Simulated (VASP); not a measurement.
# C in VASP: notebook, part 2 of 2

VASP 6.6.1. The steps go on from the part before.

### 3 Single point, r2SCAN

This run uses another cell than the first one, of 16.09 Å³/atom, 1.003 times its volume.

POSCAR

```
C
1.0
    3.8192111821      0.0000000001      0.0000000000
   -1.9096055911      3.3075339061      0.0000000000
    0.0000000000      0.0000000000      3.8207849760
C
3
Direct
    0.0001462233      0.0000000000      0.3333333333
    0.0000000000      0.0001462233      0.6666666667
    0.9998537767      0.9998537767      0.0000000000
```

INCAR.step1

```
  PREC = Accurate
  ENCUT = 520
  ISMEAR = 0
  SIGMA = 0.1
  LREAL = False
  LASPH = True
  NELM = 100
  NBANDS = 13
  GGA = PE
  ALGO = Normal
  EDIFF = 1E-4
  LWAVE = True
  LCHARG = False
```

INCAR.step2

```
  PREC = Accurate
  ENCUT = 520
  EDIFF = 1E-6
  ISMEAR = 0
  SIGMA = 0.1
  LREAL = False
  LASPH = True
  NELM = 100
  ALGO = Normal
  ISIF = 2
  LWAVE = False
  LCHARG = True
  METAGGA = R2SCAN
  LMIXTAU = True
  LELF = True
  LVHAR = True
  NBANDS = 13
  ISTART = 1
```

KPOINTS

```
Automatic mesh
0
Gamma
  6 6 6
```

Potentials or basis: VASP PAW PBE potentials, release 64 (C).

Started as:

```console
cat potpaw_PBE.64/C/POTCAR > POTCAR
cp INCAR.step1 INCAR
mpirun -np 1 vasp_std > vasp.out
cp INCAR.step2 INCAR
mpirun -np 1 vasp_std > vasp.out
```

OUTCAR:

```text
PREC = Accurate
   ENCUT = 520
   EDIFF = 1E-6
   ISMEAR = 0
   LREAL = False
   LASPH = True
   NELM = 100
   ISIF = 2
   METAGGA = R2SCAN
   ISTART = 1

 ion  position               nearest neighbor table
   1  0.000  0.000  0.333-   3 1.27   2 1.27
   2  0.000  0.000  0.667-   3 1.27   1 1.27
   3  1.000  1.000  0.000-   1 1.27   2 1.27

  LATTYP: Found a hexagonal cell.
 ALAT       =     3.8192111821
 C/A-ratio  =     1.0004120730

  Lattice vectors:

 A1 = (   3.8192111821,   0.0000000001,   0.0000000000)
 A2 = (  -1.9096055911,   3.3075339061,   0.0000000000)
 A3 = (   0.0000000000,   0.0000000000,   3.8207849760)

Analysis of symmetry for initial positions (statically):
=====================================================================
 Subroutine PRICEL returns:
 Original cell was already a primitive cell.

 Routine SETGRP: Setting up the symmetry group for a
 hexagonal supercell.

 Subroutine GETGRP returns: Found  6 space group operations
 (whereof  2 operations were pure point group operations)
 out of a pool of 24 trial point group operations.

The static configuration has the point symmetry C_2 .
 The point group associated with its full space group is D_3 .

Analysis of symmetry for dynamics (positions and initial velocities):
=====================================================================
 Subroutine PRICEL returns:
 Original cell was already a primitive cell.

 Routine SETGRP: Setting up the symmetry group for a
 hexagonal supercell.

 Subroutine GETGRP returns: Found  6 space group operations
 (whereof  2 operations were pure point group operations)
 out of a pool of 24 trial point group operations.

The dynamic configuration has the point symmetry C_2 .
 The point group associated with its full space group is D_3 .

 Subroutine INISYM returns: Found  6 space group operations
 (whereof  2 operations are pure point group operations),
 and found     1 'primitive' translations

----------------------------------------------------------------------------------------

                                     Primitive cell

  volume of cell :      48.2648

  direct lattice vectors                    reciprocal lattice vectors
     3.819211182  0.000000000  0.000000000     0.261834173  0.151170030  0.000000000
    -1.909605591  3.307533906  0.000000000    -0.000000000  0.302340060  0.000000000
     0.000000000  0.000000000  3.820784976     0.000000000  0.000000000  0.261726322

  length of vectors
     3.819211182  3.819211182  3.820784976     0.302340060  0.302340060  0.261726322

  position of ions in fractional coordinates (direct lattice)
     0.000146223  0.000000000  0.333333333
     0.000000000  0.000146223  0.666666667
     0.999853777  0.999853777  0.000000000

  ion indices of the primitive-cell ions
   primitive index   ion index
                 1           1
                 2           2
                 3           3

----------------------------------------------------------------------------------------

 KPOINTS: Automatic mesh

Automatic generation of k-mesh.
[... 24 lines left out ...]
  0.166667 -0.000000  0.000000      6.000000
  0.333333  0.000000  0.000000      6.000000
  0.500000  0.000000  0.000000      3.000000
  0.166667  0.166667  0.000000      6.000000
  0.333333  0.166667  0.000000     12.000000
[... 16 lines left out ...]
  0.500000  0.000000  0.333333      6.000000
  0.166667  0.166667  0.333333     12.000000
 [... further k-points ...]
   k-points           NKPTS =     34   k-points in BZ     NKDIM =     34   number of bands    NBANDS=     13
   number of dos      NEDOS =    301   number of ions     NIONS =      3
   total plane-waves  NPLWV =  21952
   dimension x,y,z NGX =    28 NGY =   28 NGZ =   28
   dimension x,y,z NGXF=    56 NGYF=   56 NGZF=   56
   ions per type =               3
   NGX,Y,Z   is equivalent  to a cutoff of  12.19, 12.19, 12.18 a.u.
   NGXF,Y,Z  is equivalent  to a cutoff of  24.38, 24.38, 24.37 a.u.
 SYSTEM =  unknown system
   PREC   = accura    normal or accurate (medium, high low for compatibility)
   ISTART =      1    job   : 0-new  1-cont  2-samecut
   ICHARG =      0    charge: 1-file 2-atom 10-const
   ISPIN  =      1    spin polarized calculation?
   LNONCOLLINEAR =      F non collinear calculations
   LSORBIT =      F    spin-orbit coupling
   LASPH  =      T    aspherical Exc in radial PAW
   ENCUT  =  520.0 eV  38.22 Ry    6.18 a.u.   7.10  7.10  7.10*2*pi/ulx,y,z
   NELM   =    100;   NELMIN=  2; NELMDL=  0     # of ELM steps
   EDIFF  = 0.1E-05   stopping-criterion for ELM
   LREAL  =      F    real-space projection
   EDIFFG = 0.1E-04   stopping-criterion for IOM
   NSW    =      0    number of steps for IOM
   IBRION =     -1    ionic relax: 0-MD 1-quasi-New 2-CG
   NFREE  =      0    steps in history (QN), initial steepest desc. (CG)
   ISIF   =      2    stress and relaxation
   ISYM   =      2    0-nonsym 1-usesym 2-fastsym
   POTIM  = 0.5000    time-step for ionic-motion
   TEBEG  =    0.0;   TEEND  =   0.0 temperature during run
   PSTRESS=    0.0 pullay stress
   NELECT =      12.0000    total number of electrons
   NUPDOWN=      -1.0000    fix difference up-down
   EMIN   =  10.00;   EMAX   =-10.00  energy-range for DOS
   EFERMI =   0.00;   METHOD = LEGACY
   ISMEAR =     0;   SIGMA  =   0.10  broadening in eV -4-tet -1-fermi 0-gaus
   EFERMI_NEDOS =   21; number of points for ismear=-14 and -15
   IALGO  =     38    algorithm
   IMIX   =      4    mixing-type and parameters
     AMIX     =   0.40;   BMIX     =  1.00
     AMIX_MAG =   1.60;   BMIX_MAG =  1.00
  volume/ion in A,a.u.               =      16.09       108.57
  Fermi-wavevector in a.u.,A,eV,Ry     =   1.029418  1.945318 14.418111  1.059701
  Thomas-Fermi vector in A             =   2.163464
   LORBIT       =      0    0 simple, 1 ext, 2 COOP (PROOUT), +10 PAW based schemes
   METAGGA = R2SCAN    functional components
   LHFCALC =     F    Hartree Fock is set to
   AEXX    =    0.0000 exact exchange contribution
   IVDW    =     0    specifies the selected vdW correction
   LEPSILON=     F    determine dielectric tensor
   LRPA    =     F    only Hartree local field effects (RPA)
 non-spin polarized calculation
 Gauss-broadening in eV      SIGMA  =   0.10
  energy-cutoff  :      520.00
  volume of cell :       48.26
 maximum number of plane-waves:      1317
   NGX = 15   NGY = 15   NGZ = 15

 number of electron      11.9999998 magnetization

 Free energy of the ion-electron system (eV)
  ---------------------------------------------------
  ext. energy  EPLUGINS =         0.00000000
  ---------------------------------------------------
  free energy    TOTEN  =       -26.84535894 eV

  energy without entropy =      -26.84535894  energy(sigma->0) =      -26.84535894

 E-fermi :  -0.4887     XC(G=0):  -8.0337

 val. band max:       -0.9942371394   @ k =   0.0000   0.0000   0.3333
 cond. band min:       0.4722215489   @ k =   0.5000   0.0000   0.1667
 fundamental gap:      1.4664586883
 Fermi energy:        -0.4887229647

 k-point     1 :       0.0000    0.0000    0.0000
  band No.  band energies     occupation
      1     -17.9286      2.00000
      2     -12.5619      2.00000
      3     -12.5619      2.00000
      4      -5.5081      2.00000
      5      -5.5081      2.00000
      6       4.3320      0.00000
      7       4.4106      0.00000
      8       4.4106      0.00000
      9       4.4106      0.00000
     10       4.4112      0.00000
     11      10.3240      0.00000
     12      10.3241      0.00000
     13      11.6592      0.00000
[... 354 lines left out ...]
  band No.  band energies     occupation
      1     -17.1222      2.00000
      2     -15.1925      2.00000
      3     -10.2785      2.00000
      4      -5.0318      2.00000
      5      -4.5784      2.00000
      6      -1.6369      2.00000
      7      -1.1945      2.00000
      8       7.1534      0.00000
      9       9.3067      0.00000
     10       9.8006      0.00000
     11      10.0947      0.00000
     12      10.3887      0.00000
     13      10.5661      0.00000

 [... further k-points ...]
[... 5 lines left out ...]
  --------------------------------------------------------------------------------------
  -------------------------------------------------------------------------------------
  Total        0.0113516      0.0113516     -0.0085360      0.0000000     -0.0000000      0.0000000
  in kB        0.3768219      0.3768219     -0.2833586      0.0000000     -0.0000000      0.0000000
  external PRESSURE =       0.1567618 kB  Pullay stress =       0.0000000 kB

 VOLUME and BASIS-vectors are now :
 -----------------------------------------------------------------------------
  energy-cutoff  :      520.00
  volume of cell :       48.26
      direct lattice vectors                 reciprocal lattice vectors
     3.819211182  0.000000000  0.000000000     0.261834173  0.151170030  0.000000000
    -1.909605591  3.307533906  0.000000000    -0.000000000  0.302340060  0.000000000
     0.000000000  0.000000000  3.820784976     0.000000000  0.000000000  0.261726322

 POSITION                                       TOTAL-FORCE (eV/Angst)
 -----------------------------------------------------------------------------------
      0.00056      0.00000      1.27359        -0.005300     -0.000000      0.000000
     -0.00028      0.00048      2.54719         0.002650     -0.004590     -0.000000
      1.90933      3.30705      0.00000         0.002650      0.004590      0.000000
 -----------------------------------------------------------------------------------
    total drift:                                0.000000      0.000000     -0.000000

  FREE ENERGIE OF THE ION-ELECTRON SYSTEM (eV)
  ---------------------------------------------------
  free  energy   TOTEN  =       -26.8453589385 eV

  energy  without entropy=      -26.8453589385  energy(sigma->0) =      -26.84535894
```

Wall time 68 s (1 thread of Intel Xeon Platinum 8259CL at 2.50GHz (Skylake/Cascade Lake), shared host); peak memory 0.16 GiB.

Results:

```
Free energy            : -26.8454 eV
Pressure               : 0.0 GPa
Largest force          : 0.005 eV/Å
Band gap on the k mesh : zero (band 6 reaches 4.33 eV, above the bottom of band 7 at -3.71 eV)
```

Forces on the atoms (eV/Å):
```
C   -0.005  0.000  0.000
C    0.003 -0.005  0.000
C    0.003  0.005  0.000
```

Levels at points of the mesh, in eV from the Fermi level:
```
           k point  band 2  band 3  band 4  band 5  band 6  band 7  band 8  band 9  band 10  band 11
(0.00, 0.00, 0.00)  -12.07  -12.07   -5.02   -5.02    4.82    4.90    4.90    4.90     4.90    10.81
(0.50, 0.00, 0.00)  -12.00  -12.00   -6.12   -5.25    3.96    3.96    4.70    4.70     7.32     9.51
(0.00, 0.00, 0.50)  -15.90   -9.44   -2.47   -2.47   -2.47   -2.47    6.85    6.85     9.20    12.65
(0.50, 0.00, 0.50)  -15.74   -9.43   -3.54   -3.54   -2.69   -2.69    9.52    9.70     9.70    12.03
```

Caveat: the PAW data sets were made with another functional, which shifts forces and pressure a little.

### 4 Single point, r2SCAN

This run uses another cell than the first one, of 11.69 Å³/atom, 0.729 times its volume.

POSCAR

```
C
1.0
    5.6283333766      0.0000000000      0.0000000000
   -2.8141666883      4.8742796851      0.0000000000
    0.0000000000      0.0000000000      1.2783305284
C
3
Direct
    0.0000000000      0.0000000000      0.0000000000
    0.3333333333      0.6666666667      0.5000000000
    0.6666666667      0.3333333333      0.5000000000
```

INCAR.step1

```
SYSTEM = C
  PREC = Accurate
  ENCUT = 520
  ISMEAR = 0
  SIGMA = 0.1
  LREAL = .FALSE.
  LASPH = .TRUE.
  NELM = 100
  NBANDS = 13
  GGA = PE
  ALGO = Normal
  EDIFF = 1E-4
  LWAVE = .TRUE.
  LCHARG = .FALSE.
```

INCAR.step2

```
SYSTEM = C
  PREC = Accurate
  ENCUT = 520
  EDIFF = 1E-6
  ISMEAR = 0
  SIGMA = 0.1
  LREAL = .FALSE.
  LASPH = .TRUE.
  NELM = 100
  ALGO = Normal
  ISIF = 2
  LWAVE = .FALSE.
  LCHARG = .FALSE.
  METAGGA = R2SCAN
  LMIXTAU = .TRUE.
  NBANDS = 13
  ISTART = 1
```

KPOINTS

```
Automatic mesh
0
G
  6 6 12
  0 0 0
```

Started as:

```console
cat potpaw_PBE.64/C/POTCAR > POTCAR
cp INCAR.step1 INCAR
mpirun -np 1 vasp_std > vasp.out
cp INCAR.step2 INCAR
mpirun -np 1 vasp_std > vasp.out
```

Run time: 88 s. Hardware: 1 thread of Intel Xeon Platinum 8259CL at 2.50GHz (Skylake/Cascade Lake), shared host; peak memory 0.15 GiB.

The run converged. Its results:

| Quantity | Value |
| --- | --- |
| Free energy | -26.5877 eV |
| Pressure | -0.2 GPa |
| Band gap on the k mesh | zero (band 6 reaches 10.99 eV, above the bottom of band 7 at -4.76 eV) |

Stress tensor (GPa, compression positive):
```
-0.44  0.00  0.00
 0.00 -0.44  0.00
 0.00  0.00  0.39
```

Levels at points of the mesh, in eV from the Fermi level:
| k point | band 2 | band 3 | band 4 | band 5 | band 6 | band 7 | band 8 | band 9 | band 10 | band 11 |
| --- | --- | --- | --- | --- | --- | --- | --- | --- | --- | --- |
| (0.00, 0.00, 0.00) | -17.39 | -17.39 | -6.53 | -6.53 | -6.53 | -6.53 | -4.57 | -4.57 | 6.10 | 11.16 |
| (0.50, 0.00, 0.00) | -17.78 | -17.49 | -7.29 | -6.22 | -6.22 | -5.15 | -5.12 | -5.12 | 8.05 | 8.85 |
| (0.00, 0.00, 0.50) | -9.81 | -9.77 | 8.36 | 8.77 | 9.22 | 11.57 | 11.57 | 11.84 | 11.84 | 12.14 |
| (0.50, 0.00, 0.50) | -9.81 | -9.79 | 8.59 | 8.76 | 8.88 | 11.49 | 11.74 | 11.83 | 11.84 | 12.07 |

Caveat: the k points lie up to 0.41 Å⁻¹ apart; the PAW data sets were made with another functional, which shifts forces and pressure a little.

### 5 Relaxation of cell and atoms, r2SCAN

POSCAR

```
C
1.0
    6.6270848159      0.0000000000      0.0000000000
   -3.3135424080      5.7392238036      0.0000000000
    0.0000000000      0.0000000000      1.2651144686
C
3
Direct
    0.0000000000      0.0000000000      0.0000000000
    0.3333333333      0.6666666667      0.5000000000
    0.6666666667      0.3333333333      0.5000000000
```

INCAR.step1

```
ALGO = Normal
EDIFF = 1E-4
ENCUT = 600
GGA = PE
ISMEAR = 0
LASPH = True
LCHARG = False
LREAL = False
LWAVE = True
NELM = 100
PREC = Accurate
SIGMA = 0.1
```

INCAR.step2

```
ALGO = Normal
EDIFF = 1E-6
EDIFFG = -0.04
ENCUT = 600
IBRION = 2
ISIF = 3
ISMEAR = 0
ISTART = 1
LASPH = True
LCHARG = False
LMIXTAU = True
LREAL = False
LWAVE = False
METAGGA = R2SCAN
NELM = 100
NSW = 90
PREC = Accurate
SIGMA = 0.1
```

KPOINTS

```
k-points
0
Gamma
  3 3 12
```

Started as:

```console
cat potpaw_PBE.64/C/POTCAR > POTCAR
cp INCAR.step1 INCAR
mpirun -np 1 vasp_std > vasp.out
cp INCAR.step2 INCAR
mpirun -np 1 vasp_std > vasp.out
```

Run time: 9.2 min. Hardware: 1 thread of Intel Xeon Platinum 8259CL at 2.50GHz (Skylake/Cascade Lake), shared host; peak memory 0.17 GiB.

Results (log left out):

```yaml
Free_energy: -26.5909 eV
Relaxed_volume: 11.61 Å³/atom
Relaxed_cell: a = 5.608 Å, b = 5.608 Å, c = 1.278 Å, α = 90.00°, β = 90.00°, γ = 120.00°
Space_group_after_relaxing_to_0.05_Å: P6/mmm (No. 191)
Energy_gained_by_relaxing: 82.4 meV/atom
Ionic_steps: 12
Pressure_after_relaxing: -0.1 GPa
Band_gap_on_the_k_mesh: zero (band 6 reaches 11.05 eV, above the bottom of band 7 at -4.72 eV)
```

Stress tensor (GPa, compression positive):
```
 0.05  0.00  0.00
 0.00  0.05  0.00
 0.00  0.00 -0.38
```

The path:
| step | energy change (eV) | largest force (eV/Å) | pressure (GPa) | volume (Å³) |
| --- | --- | --- | --- | --- |
| 1 | 0.0000 | 0.0000 | 3.21 | 48.12 |
| 2 | 0.5899 | 0.0000 | -23.42 | 50.26 |
| 3 | -0.0314 | 0.0000 | -2.79 | 48.53 |
| 4 | -0.0316 | 0.0000 | -2.33 | 48.50 |
| 5 | -0.0544 | 0.0000 | -2.43 | 47.27 |
| 6 | -0.1242 | 0.0000 | -2.68 | 43.69 |
| 7 | -0.2360 | 0.0000 | -2.20 | 36.94 |
| 8 | 0.4714 | 0.0000 | 15.36 | 25.15 |
| 9 | -0.2421 | 0.0000 | -1.96 | 36.17 |
| 10 | -0.2458 | 0.0000 | -1.57 | 34.97 |
| 11 | 0.1210 | 0.0000 | 29.68 | 32.29 |
| 12 | -0.2472 | 0.0000 | -0.09 | 34.82 |

Final structure:
```
CELL_PARAMETERS angstrom
5.60823 0.00000 0.00000
-2.80411 4.85687 0.00000
0.00000 0.00000 1.27825
ATOMIC_POSITIONS crystal
C 0.00000 0.00000 0.00000
C 0.33333 0.66667 0.50000
C 0.66667 0.33333 0.50000
```

Levels at points of the mesh, in eV from the Fermi level:
| k point | band 3 | band 4 | band 5 | band 6 | band 7 | band 8 | band 9 | band 10 |
| --- | --- | --- | --- | --- | --- | --- | --- | --- |
| (0.00, 0.00, 0.00) | -17.44 | -6.61 | -6.61 | -6.61 | -6.61 | -4.61 | -4.61 | 6.10 |
| (0.00, 0.00, 0.50) | -9.83 | 8.29 | 8.71 | 9.17 | 11.50 | 11.50 | 11.78 | 11.78 |

Caveat: the k points lie up to 0.43 Å⁻¹ apart in the final cell; the volume moved by over 15 % at a fixed basis, so the end points are rough; the PAW data sets were made with another functional, which shifts forces and pressure a little.

### 6 Summary

```tsv
task	cell	k mesh	cutoff (eV)	gap on the mesh (eV)	pressure (GPa)
single point	a = 6.627, b = 6.627, c = 1.265 Å, angles 90.0, 90.0, 120.0°, 3 atoms	6 × 6 × 6	520	none	0.0
single point	a = 3.819, b = 3.819, c = 3.821 Å, angles 90.0, 90.0, 120.0°, 3 atoms	6 × 6 × 6	520	none	0.0
single point	a = 5.628, b = 5.628, c = 1.278 Å, angles 90.0, 90.0, 120.0°, 3 atoms	6 × 6 × 12	520	none	-0.2
relaxation of cell and atoms	relaxed from a = 6.627, b = 6.627, c = 1.265 Å, angles 90.0, 90.0, 120.0°, 3 atoms	3 × 3 × 12	600	none	-0.1
```

Alike in all rows: level r2SCAN; potentials or basis VASP PAW PBE potentials, release 64 (C); no spin polarisation; smearing gaussian 0.1 eV.

Caveats: some runs use coarse meshes; the PAW data sets were made with another functional, which shifts forces and pressure a little; the volume moved by over 15 % at a fixed basis, so the end points are rough (some runs).

Absolute energies hang on the potentials; compare differences alone.
